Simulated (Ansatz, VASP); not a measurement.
## Two plane-wave programs on PtSe2

```
Pt Se
1.0
     3.72865    0.00000    0.00000
    -1.86433    3.22911    0.00000
     0.00000    0.00000    5.27716
Pt Se
1 2
Direct
  0.00000 0.00000 0.00000
  0.33333 0.66667 0.24622
  0.66667 0.33333 0.75378
```

Alike in both runs: task single point; functional PBEsol; k mesh 8 × 8 × 1; occupations fermi-dirac, width 0.02 eV; no spin polarisation.

```csv
,VASP,Ansatz
version,VASP 6.6.1,Ansatz 0.2.0
potentials or method,"VASP PAW PBE potentials, release 64 (Pt, Se)",plane waves
plane-wave cutoff (eV),500,420
valence electrons in the cell,22,50
```

|  | VASP | Ansatz | Ansatz less VASP |
| --- | --- | --- | --- |
| pressure (GPa) | -1.5 | -1.5 | -0.06 |
| traceless stress, the component that is largest in VASP (GPa) | 0.53 | 0.53 | -0.001 |
| rms of the force components (eV/Å) | 0.083 | 0.077 | -0.0057 |

VASP's potentials were made for PBE, not for PBEsol. Atom by atom the forces differ by 0.006 eV/Å (rms over components). VASP's potentials hold 22 valence electrons a cell and Ansatz's 50, so a difference there can come from the potentials and not from the codes.

The k mesh is coarse, so the values compare programs but aren't converged. Spin-orbit coupling is off throughout.
